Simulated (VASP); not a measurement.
# GaP (F-43m) in VASP: a series of runs

The runs below take GaP through single point, with PBE, r2SCAN.

Program: VASP 6.6.1. These are calculated values, not measurements. Logs are shortened: lines on timing, memory, paths and dates and some standing lists are left out, and cuts for length are marked.

**Experimental background.**

“Stacking defects in GaP nanowires: Electronic structure and optical properties”, 2018, arxiv:1810.01194 quotes, for a bulk crystal of GaP at 10 K: band gap 2.34 eV (indirect).

How close the calculation comes is told below.

## 1. The cell of the first run

It takes space group F-43m (No. 216, cubic). Conventional cell: a = 5.451 Å, b = 5.451 Å, c = 5.451 Å, α = 90.00°, β = 90.00°, γ = 90.00°. Ga (site symmetry -43m) has 4 P at 2.36 Å within 3.1 Å. P (site symmetry -43m) has 4 Ga at 2.36 Å within 3.1 Å.

## 2. Single point, PBE

Contents of INCAR:

```
ALGO = Normal
EDIFF = 1E-6
ENCUT = 520
GGA = PE
ISIF = 2
ISMEAR = 0
LASPH = T
LCHARG = F
LREAL = F
LWAVE = F
NBANDS = 16
NELM = 100
PREC = Accurate
SIGMA = 0.01
```

Contents of KPOINTS:

```
k-points
0
Gamma
  6 6 6
```

Contents of POSCAR:

```
GaP
1.0
    0.0000000000      2.7254102033      2.7254102033
    2.7254102033      0.0000000000      2.7254102033
    2.7254102033      2.7254102033      0.0000000000
Ga P
1 1
Direct
    0.0000000000      0.0000000000      0.0000000000
    0.2500000000      0.2500000000      0.2500000000
```

Potentials or basis: VASP PAW PBE potentials, release 64 (Ga_d, P).

The run is started by

```sh
$ cat potpaw_PBE.64/Ga_d/POTCAR potpaw_PBE.64/P/POTCAR > POTCAR
$ mpirun -np 1 vasp_std > vasp.out
```

OUTCAR:

```text
EDIFF = 1E-6
   ENCUT = 520
   GGA = PE
   ISIF = 2
   ISMEAR = 0
   LASPH = T
   LREAL = F
   NELM = 100
   PREC = Accurate

 ion  position               nearest neighbor table
   1  0.000  0.000  0.000-   2 2.36   2 2.36   2 2.36   2 2.36
   2  0.250  0.250  0.250-   1 2.36   1 2.36   1 2.36   1 2.36

  LATTYP: Found a face centered cubic cell.
 ALAT       =     5.4508204066

  Lattice vectors:

 A1 = (   0.0000000000,   2.7254102033,   2.7254102033)
 A2 = (   2.7254102033,   0.0000000000,   2.7254102033)
 A3 = (   2.7254102033,   2.7254102033,   0.0000000000)

Analysis of symmetry for initial positions (statically):
=====================================================================
 Subroutine PRICEL returns:
 Original cell was already a primitive cell.

 Routine SETGRP: Setting up the symmetry group for a
 face centered cubic supercell.

 Subroutine GETGRP returns: Found 24 space group operations
 (whereof 24 operations were pure point group operations)
 out of a pool of 48 trial point group operations.

The static configuration has the point symmetry T_d .

Analysis of symmetry for dynamics (positions and initial velocities):
=====================================================================
 Subroutine PRICEL returns:
 Original cell was already a primitive cell.

 Routine SETGRP: Setting up the symmetry group for a
 face centered cubic supercell.

 Subroutine GETGRP returns: Found 24 space group operations
 (whereof 24 operations were pure point group operations)
 out of a pool of 48 trial point group operations.

The dynamic configuration has the point symmetry T_d .

 Subroutine INISYM returns: Found 24 space group operations
 (whereof 24 operations are pure point group operations),
 and found     1 'primitive' translations

----------------------------------------------------------------------------------------

                                     Primitive cell

  volume of cell :      40.4879

  direct lattice vectors                    reciprocal lattice vectors
     0.000000000  2.725410203  2.725410203    -0.183458622  0.183458622  0.183458622
     2.725410203  0.000000000  2.725410203     0.183458622 -0.183458622  0.183458622
     2.725410203  2.725410203  0.000000000     0.183458622  0.183458622 -0.183458622

  length of vectors
     3.854312073  3.854312073  3.854312073     0.317759654  0.317759654  0.317759654

  position of ions in fractional coordinates (direct lattice)
     0.000000000  0.000000000  0.000000000
     0.250000000  0.250000000  0.250000000

  ion indices of the primitive-cell ions
   primitive index   ion index
                 1           1
                 2           2

----------------------------------------------------------------------------------------

 KPOINTS: k-points

Automatic generation of k-mesh.
 Grid dimensions read from file:
 generate k-points for:    6    6    6

 Generating k-lattice:

  Cartesian coordinates                     Fractional coordinates (reciprocal lattice)
    -0.030576437  0.030576437  0.030576437     0.166666667  0.000000000  0.000000000
     0.030576437 -0.030576437  0.030576437     0.000000000  0.166666667  0.000000000
     0.030576437  0.030576437 -0.030576437     0.000000000  0.000000000  0.166666667

  Length of vectors
     0.052959942  0.052959942  0.052959942

  Shift w.r.t. Gamma in fractional coordinates (k-lattice)
     0.000000000  0.000000000  0.000000000

 Subroutine IBZKPT returns following result:
 ===========================================

 Found     16 irreducible k-points:

 Following reciprocal coordinates:
            Coordinates               Weight
  0.000000  0.000000  0.000000      1.000000
  0.166667  0.000000  0.000000      8.000000
  0.333333  0.000000  0.000000      8.000000
  0.500000  0.000000  0.000000      4.000000
  0.166667  0.166667  0.000000      6.000000
  0.333333  0.166667  0.000000     24.000000
[... 8 lines left out ...]
 -0.333333  0.333333  0.166667     24.000000
 -0.333333  0.500000  0.166667     12.000000
   k-points           NKPTS =     16   k-points in BZ     NKDIM =     16   number of bands    NBANDS=     16
   number of dos      NEDOS =    301   number of ions     NIONS =      2
   total plane-waves  NPLWV =  27000
   dimension x,y,z NGX =    30 NGY =   30 NGZ =   30
   dimension x,y,z NGXF=    60 NGYF=   60 NGZF=   60
   ions per type =               1   1
   NGX,Y,Z   is equivalent  to a cutoff of  12.94, 12.94, 12.94 a.u.
   NGXF,Y,Z  is equivalent  to a cutoff of  25.88, 25.88, 25.88 a.u.
 SYSTEM =  unknown system
   PREC   = accura    normal or accurate (medium, high low for compatibility)
   ISTART =      0    job   : 0-new  1-cont  2-samecut
   ICHARG =      2    charge: 1-file 2-atom 10-const
   ISPIN  =      1    spin polarized calculation?
   LNONCOLLINEAR =      F non collinear calculations
   LSORBIT =      F    spin-orbit coupling
   LASPH  =      T    aspherical Exc in radial PAW
   ENCUT  =  520.0 eV  38.22 Ry    6.18 a.u.   7.17  7.17  7.17*2*pi/ulx,y,z
   NELM   =    100;   NELMIN=  2; NELMDL= -5     # of ELM steps
   EDIFF  = 0.1E-05   stopping-criterion for ELM
   LREAL  =      F    real-space projection
   EDIFFG = 0.1E-04   stopping-criterion for IOM
   NSW    =      0    number of steps for IOM
   IBRION =     -1    ionic relax: 0-MD 1-quasi-New 2-CG
   NFREE  =      0    steps in history (QN), initial steepest desc. (CG)
   ISIF   =      2    stress and relaxation
   ISYM   =      2    0-nonsym 1-usesym 2-fastsym
   POTIM  = 0.5000    time-step for ionic-motion
   TEBEG  =    0.0;   TEEND  =   0.0 temperature during run
   PSTRESS=    0.0 pullay stress
   NELECT =      18.0000    total number of electrons
   NUPDOWN=      -1.0000    fix difference up-down
   EMIN   =  10.00;   EMAX   =-10.00  energy-range for DOS
   EFERMI =   0.00;   METHOD = LEGACY
   ISMEAR =     0;   SIGMA  =   0.01  broadening in eV -4-tet -1-fermi 0-gaus
   EFERMI_NEDOS =   21; number of points for ismear=-14 and -15
   IALGO  =     38    algorithm
   IMIX   =      4    mixing-type and parameters
     AMIX     =   0.40;   BMIX     =  1.00
     AMIX_MAG =   1.60;   BMIX_MAG =  1.00
  volume/ion in A,a.u.               =      20.24       136.61
  Fermi-wavevector in a.u.,A,eV,Ry     =   1.249464  2.361145 21.240879  1.561161
  Thomas-Fermi vector in A             =   2.383503
   LORBIT       =      0    0 simple, 1 ext, 2 COOP (PROOUT), +10 PAW based schemes
   GGA     = PE    functional components
   LHFCALC =     F    Hartree Fock is set to
   AEXX    =    0.0000 exact exchange contribution
   IVDW    =     0    specifies the selected vdW correction
   LEPSILON=     F    determine dielectric tensor
   LRPA    =     F    only Hartree local field effects (RPA)
 non-spin polarized calculation
 Gauss-broadening in eV      SIGMA  =   0.01
  energy-cutoff  :      520.00
  volume of cell :       40.49
 maximum number of plane-waves:      1113
 NGX is ok and might be reduce to    30
   NGX = 15   NGY = 15   NGZ = 15

 number of electron      17.9999989 magnetization

 Free energy of the ion-electron system (eV)
  ---------------------------------------------------
  ext. energy  EPLUGINS =         0.00000000
  ---------------------------------------------------
  free energy    TOTEN  =        -9.10247843 eV

  energy without entropy =       -9.10247843  energy(sigma->0) =       -9.10247843

 E-fermi :   4.7644     XC(G=0):  -9.8293

 val. band max:        4.6569057266   @ k =   0.0000   0.0000   0.0000
 cond. band min:       6.3083138757   @ k =   0.5000   0.5000   0.0000
 fundamental gap:      1.6514081491
 Fermi energy:         4.7643686997

 k-point     1 :       0.0000    0.0000    0.0000
  band No.  band energies     occupation
      1      -9.9006      2.00000
      2      -9.9006      2.00000
      3      -9.9006      2.00000
      4      -9.8012      2.00000
      5      -9.8012      2.00000
      6      -7.8347      2.00000
[... 8 lines left out ...]
     15      14.4408      0.00000
     16      14.4408      0.00000

 k-point     2 :       0.1667    0.0000    0.0000
  band No.  band energies     occupation
      1      -9.9235      2.00000
      2      -9.8928      2.00000
      3      -9.8928      2.00000
      4      -9.8011      2.00000
      5      -9.8011      2.00000
      6      -7.4786      2.00000
[... 8 lines left out ...]
     15      13.6220      0.00000
     16      14.7111      0.00000

 k-point     3 :       0.3333    0.0000    0.0000
  band No.  band energies     occupation
      1      -9.9637      2.00000
      2      -9.8803      2.00000
      3      -9.8803      2.00000
      4      -9.7976      2.00000
      5      -9.7976      2.00000
      6      -6.5316      2.00000
[... 8 lines left out ...]
     15      14.3013      0.00000
     16      14.3558      0.00000

 k-point     4 :       0.5000    0.0000    0.0000
  band No.  band energies     occupation
      1      -9.9819      2.00000
      2      -9.8759      2.00000
      3      -9.8759      2.00000
      4      -9.7938      2.00000
      5      -9.7938      2.00000
      6      -5.7685      2.00000
[... 8 lines left out ...]
     15      16.3412      0.00000
     16      16.3412      0.00000

 k-point     5 :       0.1667    0.1667    0.0000
  band No.  band energies     occupation
      1      -9.9372      2.00000
      2      -9.8850      2.00000
      3      -9.8850      2.00000
      4      -9.8086      2.00000
      5      -9.7958      2.00000
      6      -7.3604      2.00000
[... 8 lines left out ...]
     15      14.8727      0.00000
     16      15.5237      0.00000

 k-point     6 :       0.3333    0.1667    0.0000
  band No.  band energies     occupation
      1      -9.9677      2.00000
      2      -9.8739      2.00000
      3      -9.8705      2.00000
      4      -9.8122      2.00000
      5      -9.7913      2.00000
      6      -6.5985      2.00000
[... 8 lines left out ...]
     15      15.3877      0.00000
     16      16.3102      0.00000

 k-point     7 :       0.5000    0.1667    0.0000
  band No.  band energies     occupation
      1      -9.9852      2.00000
      2      -9.8709      2.00000
      3      -9.8647      2.00000
      4      -9.8052      2.00000
      5      -9.7915      2.00000
      6      -5.6269      2.00000
[... 8 lines left out ...]
     15      16.3588      0.00000
     16      16.9418      0.00000

 k-point     8 :      -0.3333    0.1667    0.0000
  band No.  band energies     occupation
      1      -9.9778      2.00000
      2      -9.8729      2.00000
      3      -9.8695      2.00000
      4      -9.8001      2.00000
      5      -9.7979      2.00000
      6      -5.9121      2.00000
[... 8 lines left out ...]
     15      15.4551      0.00000
     16      17.0919      0.00000

 k-point     9 :      -0.1667    0.1667    0.0000
  band No.  band energies     occupation
      1      -9.9503      2.00000
      2      -9.8836      2.00000
      3      -9.8802      2.00000
      4      -9.8048      2.00000
      5      -9.7972      2.00000
      6      -6.9186      2.00000
[... 8 lines left out ...]
     15      14.9142      0.00000
     16      16.3032      0.00000

 k-point    10 :       0.3333    0.3333    0.0000
  band No.  band energies     occupation
      1      -9.9941      2.00000
      2      -9.8524      2.00000
      3      -9.8524      2.00000
      4      -9.8268      2.00000
      5      -9.7849      2.00000
      6      -6.0692      2.00000
[... 8 lines left out ...]
     15      16.0570      0.00000
     16      19.0994      0.00000

 k-point    11 :       0.5000    0.3333    0.0000
  band No.  band energies     occupation
      1     -10.0046      2.00000
      2      -9.8503      2.00000
      3      -9.8442      2.00000
      4      -9.8257      2.00000
      5      -9.7846      2.00000
      6      -5.2088      2.00000
[... 8 lines left out ...]
     15      16.5790      0.00000
     16      17.9300      0.00000

 k-point    12 :      -0.3333    0.3333    0.0000
  band No.  band energies     occupation
      1      -9.9938      2.00000
      2      -9.8623      2.00000
      3      -9.8510      2.00000
      4      -9.8120      2.00000
      5      -9.7942      2.00000
      6      -5.1063      2.00000
[... 8 lines left out ...]
     15      14.2410      0.00000
     16      19.7101      0.00000

 k-point    13 :       0.5000    0.5000    0.0000
  band No.  band energies     occupation
      1     -10.0179      2.00000
      2      -9.8369      2.00000
      3      -9.8355      2.00000
      4      -9.8355      2.00000
      5      -9.7795      2.00000
      6      -4.8685      2.00000
[... 8 lines left out ...]
     15      17.0526      0.00000
     16      17.6534      0.00000

 k-point    14 :       0.5000    0.3333    0.1667
  band No.  band energies     occupation
      1      -9.9871      2.00000
      2      -9.8663      2.00000
      3      -9.8553      2.00000
      4      -9.8153      2.00000
      5      -9.7903      2.00000
      6      -5.7558      2.00000
[... 8 lines left out ...]
     15      16.4751      0.00000
     16      17.9250      0.00000

 k-point    15 :      -0.3333    0.3333    0.1667
  band No.  band energies     occupation
      1      -9.9932      2.00000
      2      -9.8663      2.00000
      3      -9.8485      2.00000
      4      -9.8119      2.00000
      5      -9.7935      2.00000
      6      -5.1039      2.00000
[... 8 lines left out ...]
     15      17.1286      0.00000
     16      17.4341      0.00000

 k-point    16 :      -0.3333    0.5000    0.1667
  band No.  band energies     occupation
      1     -10.0040      2.00000
      2      -9.8550      2.00000
      3      -9.8406      2.00000
      4      -9.8217      2.00000
      5      -9.7880      2.00000
      6      -4.7999      2.00000
[... 8 lines left out ...]
     15      16.5601      0.00000
     16      18.2628      0.00000

------------------------ aborting loop because EDIFF is reached ----------------------------------------

  FORCE on cell =-STRESS in cart. coord.  units (eV):
  Direction    XX          YY          ZZ          XY          YZ          ZX
  --------------------------------------------------------------------------------------
  -------------------------------------------------------------------------------------
  Total        0.6144802      0.6144802      0.6144802     -0.0000000      0.0000000     -0.0000000
  in kB       24.3160410     24.3160410     24.3160410     -0.0000000      0.0000000     -0.0000000
  external PRESSURE =      24.3160410 kB  Pullay stress =       0.0000000 kB

 VOLUME and BASIS-vectors are now :
 -----------------------------------------------------------------------------
  energy-cutoff  :      520.00
  volume of cell :       40.49
      direct lattice vectors                 reciprocal lattice vectors
     0.000000000  2.725410203  2.725410203    -0.183458622  0.183458622  0.183458622
     2.725410203  0.000000000  2.725410203     0.183458622 -0.183458622  0.183458622
     2.725410203  2.725410203  0.000000000     0.183458622  0.183458622 -0.183458622

 POSITION                                       TOTAL-FORCE (eV/Angst)
 -----------------------------------------------------------------------------------
      0.00000      0.00000      0.00000         0.000000      0.000000      0.000000
      1.36271      1.36271      1.36271        -0.000000     -0.000000     -0.000000
 -----------------------------------------------------------------------------------
    total drift:                                0.000002      0.000002      0.000002

  FREE ENERGIE OF THE ION-ELECTRON SYSTEM (eV)
  ---------------------------------------------------
  free  energy   TOTEN  =        -9.1024784306 eV

  energy  without entropy=       -9.1024784306  energy(sigma->0) =       -9.10247843
```

Wall time 31 s (1 thread of AMD EPYC 7R13, shared host); peak memory 0.14 GiB.

Results:

```
Free energy            : -9.1025 eV
Pressure               : 2.4 GPa
Band gap on the k mesh : 1.65 eV, indirect (least direct gap 1.82 eV)
```

Levels at points of the mesh, in eV from the valence-band top:
```
           k point  band 5  band 6  band 7  band 8  band 9  band 10  band 11  band 12  band 13  band 14
(0.00, 0.00, 0.00)  -14.46  -12.49    0.00    0.00    0.00     1.82     3.89     3.89     3.89     8.80
(0.50, 0.00, 0.00)  -14.45  -10.43   -6.63   -1.12   -1.12     1.67     4.72     4.72     8.28    10.89
(0.50, 0.50, 0.00)  -14.44   -9.53   -6.76   -2.68   -2.68     1.65     1.82    10.59    10.59    11.20
```

## 3. Single point, PBE

Contents of INCAR:

```
SYSTEM = GaP
PREC = Accurate ; ENCUT = 520
EDIFF = 1E-6 ; ISMEAR = 0
SIGMA = 0.01 ; LREAL = .False.
LASPH = .True. ; NELM = 100
ALGO = Normal ; ISIF = 2
LWAVE = .False. ; LCHARG = .False.
GGA = PE ; NBANDS = 16
```

Contents of KPOINTS:

```
Automatic mesh
0
Gamma
  6 6 6
  0 0 0
```

POSCAR is that of step 2.

Potentials or basis: VASP PAW PBE potentials, release 64 (Ga_d, P).

The run is started by

```sh
$ cat potpaw_PBE.64/Ga_d/POTCAR potpaw_PBE.64/P/POTCAR > POTCAR
$ mpirun -np 1 vasp_std > vasp.out
```

Wall time 31 s (1 thread of AMD EPYC 7R13, shared host); peak memory 0.14 GiB.

Results (log left out):

* Free energy: -9.1025 eV
* Pressure: 2.4 GPa
* Band gap on the k mesh: 1.65 eV, indirect (least direct gap 1.82 eV)

Levels at points of the mesh, in eV from the valence-band top:
| k point | band 7 | band 8 | band 9 | band 10 | band 11 | band 12 |
| --- | --- | --- | --- | --- | --- | --- |
| (0.00, 0.00, 0.00) | 0.00 | 0.00 | 0.00 | 1.82 | 3.89 | 3.89 |
| (0.50, 0.00, 0.00) | -6.63 | -1.12 | -1.12 | 1.67 | 4.72 | 4.72 |
| (0.50, 0.50, 0.00) | -6.76 | -2.68 | -2.68 | 1.65 | 1.82 | 10.59 |

(Continued in part 2 of 2.)
